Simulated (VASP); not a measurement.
# InO in VASP: further runs

InO is run at these levels: PBE; tasks: single point.

Everything below comes from runs of VASP 6.6.1. Logs are shortened: lines on timing, memory, paths and dates and some standing lists are left out, and cuts for length are marked.

**1. The cell of the first run**

The cell holds a slab with vacuum, 4 atoms: a = 3.315 Å, b = 3.315 Å, c = 17.147 Å, α = 90.00°, β = 90.00°, γ = 120.00°.

**2. Single point, PBE (strain -0.040 along x and y, +0.080 along z)**

The input, INCAR:

```
PREC = Accurate
ENCUT = 520
EDIFF = 1E-6
ISMEAR = 0
SIGMA = 0.03
LREAL = F
LASPH = T
NELM = 100
ALGO = Normal
ISIF = 2
LWAVE = F
LCHARG = F
GGA = PE
NBANDS = 27
```

The input, KPOINTS:

```
Automatic mesh
0
Gamma
  12 12 2
```

The input, POSCAR:

```
InO
1.0
    3.3154692493      0.0000000000      0.0000000000
   -1.6577346247      2.8712805953      0.0000000000
    0.0000000000      0.0000000000     17.1472680000
In O
2 2
Direct
    0.6666666667      0.3333333333      0.5900210000
    0.6666666667      0.3333333333      0.4099790000
    0.0000000000      0.0000000000      0.6398670000
    0.0000000000      0.0000000000      0.3601330000
```

Potentials or basis: VASP PAW PBE potentials, release 64 (In_d, O).

Started as:

```console
$ cat potpaw_PBE.64/In_d/POTCAR potpaw_PBE.64/O/POTCAR > POTCAR
$ mpirun -np 1 vasp_std > vasp.out
```

OUTCAR:

```text
PREC = Accurate
   ENCUT = 520
   EDIFF = 1E-6
   ISMEAR = 0
   LREAL = F
   LASPH = T
   NELM = 100
   ISIF = 2
   GGA = PE

 ion  position               nearest neighbor table
   1  0.667  0.333  0.590-   3 2.10   3 2.10   3 2.10   2 3.09
   2  0.667  0.333  0.410-   4 2.10   4 2.10   4 2.10   1 3.09
   3  0.000  0.000  0.640-   1 2.10   1 2.10   1 2.10
   4  0.000  0.000  0.360-   2 2.10   2 2.10   2 2.10

  LATTYP: Found a hexagonal cell.
 ALAT       =     3.3154692493
 C/A-ratio  =     5.1718977649

  Lattice vectors:

 A1 = (   3.3154692493,   0.0000000000,   0.0000000000)
 A2 = (  -1.6577346247,   2.8712805953,   0.0000000000)
 A3 = (   0.0000000000,   0.0000000000,  17.1472680000)

Analysis of symmetry for initial positions (statically):
=====================================================================
 Subroutine PRICEL returns:
 Original cell was already a primitive cell.

 Routine SETGRP: Setting up the symmetry group for a
 hexagonal supercell.

 Subroutine GETGRP returns: Found 12 space group operations
 (whereof 12 operations were pure point group operations)
 out of a pool of 24 trial point group operations.

The static configuration has the point symmetry D_3h.

Analysis of symmetry for dynamics (positions and initial velocities):
=====================================================================
 Subroutine PRICEL returns:
 Original cell was already a primitive cell.

 Routine SETGRP: Setting up the symmetry group for a
 hexagonal supercell.

 Subroutine GETGRP returns: Found 12 space group operations
 (whereof 12 operations were pure point group operations)
 out of a pool of 24 trial point group operations.

The dynamic configuration has the point symmetry D_3h.

 Subroutine INISYM returns: Found 12 space group operations
 (whereof 12 operations are pure point group operations),
 and found     1 'primitive' translations

----------------------------------------------------------------------------------------

                                     Primitive cell

  volume of cell :     163.2359

  direct lattice vectors                    reciprocal lattice vectors
     3.315469249  0.000000000  0.000000000     0.301616430  0.174138327  0.000000000
    -1.657734625  2.871280595  0.000000000     0.000000000  0.348276655  0.000000000
     0.000000000  0.000000000 17.147268000     0.000000000  0.000000000  0.058318328

  length of vectors
     3.315469249  3.315469249 17.147268000     0.348276655  0.348276655  0.058318328

  position of ions in fractional coordinates (direct lattice)
     0.666666667  0.333333333  0.590021000
     0.666666667  0.333333333  0.409979000
     0.000000000  0.000000000  0.639867000
     0.000000000  0.000000000  0.360133000

  ion indices of the primitive-cell ions
   primitive index   ion index
                 1           1
                 2           2
                 3           3
                 4           4

----------------------------------------------------------------------------------------

 KPOINTS: Automatic mesh

Automatic generation of k-mesh.
 Grid dimensions read from file:
 generate k-points for:   12   12    2

 Generating k-lattice:

  Cartesian coordinates                     Fractional coordinates (reciprocal lattice)
     0.025134703  0.014511527  0.000000000     0.083333333  0.000000000  0.000000000
     0.000000000  0.029023055  0.000000000     0.000000000  0.083333333  0.000000000
     0.000000000  0.000000000  0.029159164     0.000000000  0.000000000  0.500000000

  Length of vectors
     0.029023055  0.029023055  0.029159164

  Shift w.r.t. Gamma in fractional coordinates (k-lattice)
     0.000000000  0.000000000  0.000000000

 Subroutine IBZKPT returns following result:
 ===========================================

 Found     38 irreducible k-points:

 Following reciprocal coordinates:
            Coordinates               Weight
  0.000000  0.000000  0.000000      1.000000
  0.083333 -0.000000  0.000000      6.000000
  0.166667 -0.000000  0.000000      6.000000
  0.250000 -0.000000  0.000000      6.000000
  0.333333 -0.000000  0.000000      6.000000
  0.416667 -0.000000  0.000000      6.000000
[... 16 lines left out ...]
  0.250000 -0.000000  0.500000      6.000000
  0.333333 -0.000000  0.500000      6.000000
 [... further k-points ...]
   k-points           NKPTS =     38   k-points in BZ     NKDIM =     38   number of bands    NBANDS=     27
   number of dos      NEDOS =    301   number of ions     NIONS =      4
   total plane-waves  NPLWV = 100352
   dimension x,y,z NGX =    28 NGY =   28 NGZ =  128
   dimension x,y,z NGXF=    56 NGYF=   56 NGZF=  256
   ions per type =               2   2
   NGX,Y,Z   is equivalent  to a cutoff of  14.04, 14.04, 12.41 a.u.
   NGXF,Y,Z  is equivalent  to a cutoff of  28.08, 28.08, 24.82 a.u.
 SYSTEM =  unknown system
   PREC   = accura    normal or accurate (medium, high low for compatibility)
   ISTART =      0    job   : 0-new  1-cont  2-samecut
   ICHARG =      2    charge: 1-file 2-atom 10-const
   ISPIN  =      1    spin polarized calculation?
   LNONCOLLINEAR =      F non collinear calculations
   LSORBIT =      F    spin-orbit coupling
   LASPH  =      T    aspherical Exc in radial PAW
   ENCUT  =  520.0 eV  38.22 Ry    6.18 a.u.   6.16  6.16 31.88*2*pi/ulx,y,z
   NELM   =    100;   NELMIN=  2; NELMDL= -5     # of ELM steps
   EDIFF  = 0.1E-05   stopping-criterion for ELM
   LREAL  =      F    real-space projection
   EDIFFG = 0.1E-04   stopping-criterion for IOM
   NSW    =      0    number of steps for IOM
   IBRION =     -1    ionic relax: 0-MD 1-quasi-New 2-CG
   NFREE  =      0    steps in history (QN), initial steepest desc. (CG)
   ISIF   =      2    stress and relaxation
   ISYM   =      2    0-nonsym 1-usesym 2-fastsym
   POTIM  = 0.5000    time-step for ionic-motion
   TEBEG  =    0.0;   TEEND  =   0.0 temperature during run
   PSTRESS=    0.0 pullay stress
   NELECT =      38.0000    total number of electrons
   NUPDOWN=      -1.0000    fix difference up-down
   EMIN   =  10.00;   EMAX   =-10.00  energy-range for DOS
   EFERMI =   0.00;   METHOD = LEGACY
   ISMEAR =     0;   SIGMA  =   0.03  broadening in eV -4-tet -1-fermi 0-gaus
   EFERMI_NEDOS =   21; number of points for ismear=-14 and -15
   IALGO  =     38    algorithm
   IMIX   =      4    mixing-type and parameters
     AMIX     =   0.40;   BMIX     =  1.00
     AMIX_MAG =   1.60;   BMIX_MAG =  1.00
  volume/ion in A,a.u.               =      40.81       275.39
  Fermi-wavevector in a.u.,A,eV,Ry     =   1.007080  1.903106 13.799179  1.014211
  Thomas-Fermi vector in A             =   2.139863
   LORBIT       =      0    0 simple, 1 ext, 2 COOP (PROOUT), +10 PAW based schemes
   GGA     = PE    functional components
   LHFCALC =     F    Hartree Fock is set to
   AEXX    =    0.0000 exact exchange contribution
   IVDW    =     0    specifies the selected vdW correction
   LEPSILON=     F    determine dielectric tensor
   LRPA    =     F    only Hartree local field effects (RPA)
 non-spin polarized calculation
 Gauss-broadening in eV      SIGMA  =   0.03
  energy-cutoff  :      520.00
  volume of cell :      163.24
 maximum number of plane-waves:      4431
 NGX is ok and might be reduce to    28
   NGX = 13   NGY = 13   NGZ = 63

 number of electron      38.0000004 magnetization

 Free energy of the ion-electron system (eV)
  ---------------------------------------------------
  ext. energy  EPLUGINS =         0.00000000
  ---------------------------------------------------
  free energy    TOTEN  =       -19.15613034 eV

  energy without entropy =      -19.15589422  energy(sigma->0) =      -19.15601228

 E-fermi :  -1.3174     XC(G=0):  -4.7937

 val. band max:       -1.3174689431   @ k =   0.3333   0.3333   0.5000
 cond. band min:      -1.0843899286   @ k =   0.0833  -0.0000   0.5000
 fundamental gap:      0.2330790145
 Fermi energy:        -1.3174439653

 k-point     1 :       0.0000    0.0000    0.0000
  band No.  band energies     occupation
      1     -19.8348      2.00000
      2     -19.8236      2.00000
      3     -15.3270      2.00000
      4     -15.3270      2.00000
      5     -15.3066      2.00000
      6     -15.3066      2.00000
[... 19 lines left out ...]
     26       8.3440      0.00000
     27       8.9356      0.00000

 k-point     2 :       0.0833   -0.0000    0.0000
  band No.  band energies     occupation
      1     -19.8219      2.00000
      2     -19.8117      2.00000
      3     -15.3178      2.00000
      4     -15.3031      2.00000
      5     -15.2864      2.00000
      6     -15.2823      2.00000
[... 19 lines left out ...]
     26       7.8640      0.00000
     27       8.4739      0.00000

 k-point     3 :       0.1667   -0.0000    0.0000
  band No.  band energies     occupation
      1     -19.7899      2.00000
      2     -19.7816      2.00000
      3     -15.2824      2.00000
      4     -15.2402      2.00000
      5     -15.2254      2.00000
      6     -15.2166      2.00000
[... 19 lines left out ...]
     26       6.7384      0.00000
     27       8.1187      0.00000

 k-point     4 :       0.2500   -0.0000    0.0000
  band No.  band energies     occupation
      1     -19.7527      2.00000
      2     -19.7465      2.00000
      3     -15.2333      2.00000
      4     -15.1661      2.00000
      5     -15.1513      2.00000
      6     -15.1322      2.00000
[... 19 lines left out ...]
     26       7.2613      0.00000
     27       7.2761      0.00000
[... 516 lines left out ...]
      4     -15.2402      2.00000
      5     -15.2254      2.00000
      6     -15.2166      2.00000
[... 19 lines left out ...]
     26       7.2715      0.00000
     27       8.1307      0.00000

 k-point    23 :       0.2500   -0.0000    0.5000
  band No.  band energies     occupation
      1     -19.7527      2.00000
      2     -19.7465      2.00000
      3     -15.2333      2.00000
      4     -15.1661      2.00000
      5     -15.1513      2.00000
      6     -15.1322      2.00000
[... 19 lines left out ...]
     26       6.9237      0.00000
     27       7.9011      0.00000

 k-point    24 :       0.3333   -0.0000    0.5000
  band No.  band energies     occupation
      1     -19.7230      2.00000
      2     -19.7182      2.00000
      3     -15.2186      2.00000
      4     -15.1286      2.00000
      5     -15.1189      2.00000
      6     -15.0636      2.00000
[... 19 lines left out ...]
     26       7.3223      0.00000
     27       7.5620      0.00000

 [... further k-points ...]

------------------------ aborting loop because EDIFF is reached ----------------------------------------

  FORCE on cell =-STRESS in cart. coord.  units (eV):
  Direction    XX          YY          ZZ          XY          YZ          ZX
  --------------------------------------------------------------------------------------
  -------------------------------------------------------------------------------------
  Total        4.5273407      4.5273407     -1.9784360     -0.0000000      0.0000000      0.0000000
  in kB       44.4363304     44.4363304    -19.4185595     -0.0000000      0.0000000      0.0000000
  external PRESSURE =      23.1513671 kB  Pullay stress =       0.0000000 kB

 VOLUME and BASIS-vectors are now :
 -----------------------------------------------------------------------------
  energy-cutoff  :      520.00
  volume of cell :      163.24
      direct lattice vectors                 reciprocal lattice vectors
     3.315469249  0.000000000  0.000000000     0.301616430  0.174138327  0.000000000
    -1.657734625  2.871280595  0.000000000     0.000000000  0.348276655  0.000000000
     0.000000000  0.000000000 17.147268000     0.000000000  0.000000000  0.058318328

 POSITION                                       TOTAL-FORCE (eV/Angst)
 -----------------------------------------------------------------------------------
      1.65773      0.95709     10.11725         0.000000      0.000000     -0.976041
      1.65773      0.95709      7.03002        -0.000000      0.000000      0.976041
      0.00000      0.00000     10.97197         0.000000     -0.000000      0.228868
      0.00000      0.00000      6.17530         0.000000     -0.000000     -0.228868
 -----------------------------------------------------------------------------------
    total drift:                                0.000000     -0.000000      0.000000

  FREE ENERGIE OF THE ION-ELECTRON SYSTEM (eV)
  ---------------------------------------------------
  free  energy   TOTEN  =       -19.1561303366 eV

  energy  without entropy=      -19.1558942196  energy(sigma->0) =      -19.15601228
```

Wall time 7.5 min (1 thread of Intel Xeon 8259CL, shared host); peak memory 0.39 GiB.

Results:

* Free energy: -19.1561 eV
* Largest force: 0.976 eV/Å
* Band gap on the k mesh: zero (bands 19 and 20 overlap by 0.07 eV)

Forces on the atoms (eV/Å):
```
In   0.000  0.000 -0.976
In   0.000  0.000  0.976
O    0.000  0.000  0.229
O    0.000  0.000 -0.229
```

Levels at points of the mesh, in eV from the Fermi level:
| k point | band 15 | band 16 | band 17 | band 18 | band 19 | band 20 | band 21 | band 22 | band 23 | band 24 |
| --- | --- | --- | --- | --- | --- | --- | --- | --- | --- | --- |
| (0.00, 0.00, 0.00) | -2.12 | -2.12 | -2.10 | -2.10 | -1.32 | -0.07 | 2.95 | 5.68 | 5.92 | 7.07 |
| (0.50, 0.00, 0.00) | -3.18 | -3.04 | -2.98 | -2.75 | -0.49 | 1.96 | 3.66 | 4.48 | 7.08 | 8.60 |
| (0.00, 0.00, 0.50) | -2.12 | -2.12 | -2.10 | -2.10 | -1.32 | -0.07 | 2.95 | 5.57 | 6.26 | 6.58 |
| (0.50, 0.00, 0.50) | -3.18 | -3.04 | -2.98 | -2.75 | -0.49 | 1.96 | 3.66 | 4.48 | 7.08 | 8.60 |

Caveat: the cell differs from its parent crystal (strain -0.040 along x and y, +0.080 along z); there is no dipole correction, which matters where the two faces differ; spin-orbit coupling is left out, which moves the levels of the heavy elements.

**3. Single point, PBE (strain -0.080 along x and y, -0.080 along z)**

The input, INCAR:

```
SYSTEM = InO
PREC = Accurate
ENCUT = 520
EDIFF = 1E-7
ISMEAR = 0
SIGMA = 0.03
LREAL = .False.
LASPH = .True.
NELM = 60
ALGO = Normal
ISIF = 2
LWAVE = .False.
LCHARG = .False.
GGA = PE
NBANDS = 27
```

The input, KPOINTS:

```
Automatic mesh
0
Gamma
  12 12 2
  0 0 0
```

The input, POSCAR:

```
InO
1.0
    3.1773246972      0.0000000000      0.0000000000
   -1.5886623486      2.7516439038      0.0000000000
    0.0000000000      0.0000000000     14.6069320000
In O
2 2
Direct
    0.6666666667      0.3333333333      0.5900210000
    0.6666666667      0.3333333333      0.4099790000
    0.0000000000      0.0000000000      0.6398670000
    0.0000000000      0.0000000000      0.3601330000
```

Potentials or basis: VASP PAW PBE potentials, release 64 (In_d, O).

Started as:

```console
$ cat potpaw_PBE.64/In_d/POTCAR potpaw_PBE.64/O/POTCAR > POTCAR
$ mpirun -np 1 vasp_std > vasp.out
```

Wall time 3.7 min (1 thread of Intel Xeon 8259CL, shared host); peak memory 0.3 GiB.

Results (log left out):

```yaml
Free_energy: -17.8497 eV
Largest_force: 3.007 eV/Å
Band_gap_on_the_k_mesh: 0.67 eV (least direct gap 2.02 eV)
```

Forces in eV/Å, atoms in the order of the input:
```
In   0.000  0.000 -1.402
In   0.000  0.000  1.402
O    0.000  0.000  3.007
O    0.000  0.000 -3.007
```

Levels at points of the mesh, in eV from the valence-band top:
| k point | band 16 | band 17 | band 18 | band 19 | band 20 | band 21 | band 22 | band 23 |
| --- | --- | --- | --- | --- | --- | --- | --- | --- |
| (0.00, 0.00, 0.00) | -2.17 | -2.11 | -2.11 | -1.35 | 0.67 | 3.74 | 5.49 | 5.76 |
| (0.50, 0.00, 0.00) | -3.53 | -3.34 | -2.90 | -0.48 | 2.27 | 5.51 | 6.33 | 7.89 |
| (0.00, 0.00, 0.50) | -2.17 | -2.11 | -2.11 | -1.35 | 0.67 | 3.76 | 5.27 | 6.13 |
| (0.50, 0.00, 0.50) | -3.53 | -3.34 | -2.90 | -0.48 | 2.27 | 5.51 | 6.33 | 7.90 |

Caveat: the cell differs from its parent crystal (strain -0.080 along x and y, -0.080 along z); there is no dipole correction, which matters where the two faces differ; semilocal functionals underestimate gaps, and a narrow one can read as zero; spin-orbit coupling is left out, which moves the levels of the heavy elements.

The gap in the log of VASP goes by the Fermi energy; the results here count the filled bands.